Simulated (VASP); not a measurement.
A run of VASP 6.6.1:

The input INCAR:

```
SYSTEM = CsI
ALGO = Normal ; EDIFF = 1E-6
ENCUT = 500 ; GGA_COMPAT = .FALSE.
ISIF = 2 ; ISMEAR = -1
LASPH = .TRUE. ; LCHARG = .FALSE.
LREAL = .FALSE. ; LWAVE = .FALSE.
NBANDS = 15 ; NELM = 120
PREC = Accurate ; SIGMA = 0.01
```

File KPOINTS:

```
k-points
0
G
  7 7 7
  0 0 0
```

Contents of POSCAR:

```
CsI
1.0
    4.5667000000     -0.0456670000     -0.0456670000
   -0.0456670000      4.5667000000     -0.0456670000
   -0.0456670000     -0.0456670000      4.5667000000
Cs I
1 1
Direct
    0.0000000000      0.0000000000      0.0000000000
    0.5000000000      0.5000000000      0.5000000000
```

Potentials or basis: VASP PAW LDA potentials, release 64 (Cs_sv, I).

The run is started by

```sh
$ cat potpaw_LDA.64/Cs_sv/POTCAR potpaw_LDA.64/I/POTCAR > POTCAR
$ mpirun -np 1 vasp_std > vasp.out
```

Hardware: 1 thread of Intel Xeon 8259CL (shared host).

Problem. Estimate the wall time of this run.

Solution. Run time: 52 s on 1 thread of Intel Xeon 8259CL, with other jobs on the host, peak memory 0.21 GiB. Counts: scf iterations 13, k points 44.
